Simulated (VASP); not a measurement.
Input of a VASP 6.6.1 run:

Contents of INCAR:

```
  ALGO = Normal
  EDIFF = 1E-6
  ENCUT = 520
  GGA = PE
  ISIF = 2
  ISMEAR = 0
  LASPH = True
  LCHARG = True
  LELF = True
  LREAL = False
  LVHAR = True
  LWAVE = False
  NBANDS = 36
  NELM = 60
  PREC = Accurate
  SIGMA = 0.1
```

File KPOINTS:

```
k-points
0
Gamma
  8 8 6
```

POSCAR

```
Si3Sn
1.0
    2.7759398798     -3.8034084796      0.0000000000
    2.7759398798      3.8034084796      0.0000000000
    0.0000000000      0.0000000000      7.5345891279
Si Sn
6 2
Direct
    0.0000000000      0.5000000000      0.0000000000
    0.5000000000      0.0000000000      0.5000000000
    0.2789065732      0.2789065732      0.2500000000
    0.7210934268      0.7210934268      0.7500000000
    0.7210934268      0.7210934268      0.2500000000
    0.2789065732      0.2789065732      0.7500000000
    0.5000000000      0.0000000000      0.0000000000
    0.0000000000      0.5000000000      0.5000000000
```

Potentials or basis: VASP PAW PBE potentials, release 64 (Si, Sn_d).

Command:

```bash
$ cat potpaw_PBE.64/Si/POTCAR potpaw_PBE.64/Sn_d/POTCAR > POTCAR
$ mpirun -np 1 vasp_std > vasp.out
```

**Question.** Predict the pressure.

**Answer.** -0.1 GPa.

**Question.** What does it give for the band gap on the k mesh?

**Answer.** Zero (bands 26 and 27 overlap by 2.33 eV).

Forces in eV/Å, atoms in the order of the input:
```
Si   0.000  0.000  0.000
Si   0.000  0.000  0.000
Si  -0.007  0.000  0.000
Si   0.007  0.000  0.000
Si   0.007  0.000  0.000
Si  -0.007  0.000  0.000
Sn   0.000  0.000  0.000
Sn   0.000  0.000  0.000
```

Caveat: spin-orbit coupling is left out, which moves the levels of the heavy elements.
